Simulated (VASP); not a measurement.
**CaS: vibrations by perturbation theory with PBEsol**

Crystal: CaS.

```
Ca S
1.0
     0.00000    2.81717    2.81717
     2.81717    0.00000    2.81717
     2.81717    2.81717    0.00000
Ca S
1 1
Direct
  0.00000 0.00000 0.00000
  0.50000 0.50000 0.50000
```

```yaml
Program: VASP 6.6.1
Task: vibrations by perturbation theory
Functional: PBEsol
Potentials_or_basis: VASP PAW PBE potentials, release 64 (Ca_sv, S)
Cutoff: 500 eV
k_mesh: 6 × 6 × 6
Occupations: gaussian, width 0.01 eV
Spin: no spin polarisation
Dipole_correction: no
Further_INCAR_settings: ALGO = Normal; EDIFF = 1e-08; IBRION = 8; NSW = 1
```

```
Electronic dielectric tensor (diagonal)                 : 5.30
Born charges (mean of the diagonal)                     : Ca +2.37; S -2.37 e
Highest phonon frequency at Γ, LO-TO splitting left out : 231 cm⁻¹
```

Phonon frequencies in cm⁻¹ (negative: imaginary):
```tsv
q point	frequencies
(0.000, 0.000, 0.000)	0 0 0 231 231 231
```

Electronic dielectric tensor:
```
5.30 0.00 0.00
0.00 5.30 0.00
0.00 0.00 5.30
```

Born effective charge tensors (e):
atom 1, Ca
```
2.37 0.00 0.00
0.00 2.37 0.00
0.00 0.00 2.37
```
atom 2, S
```
-2.37  0.00  0.00
 0.00 -2.37  0.00
 0.00  0.00 -2.37
```

Wall time 10 min on 1 thread of Intel Xeon 8259CL, on a shared host, peak memory 0.21 GiB.
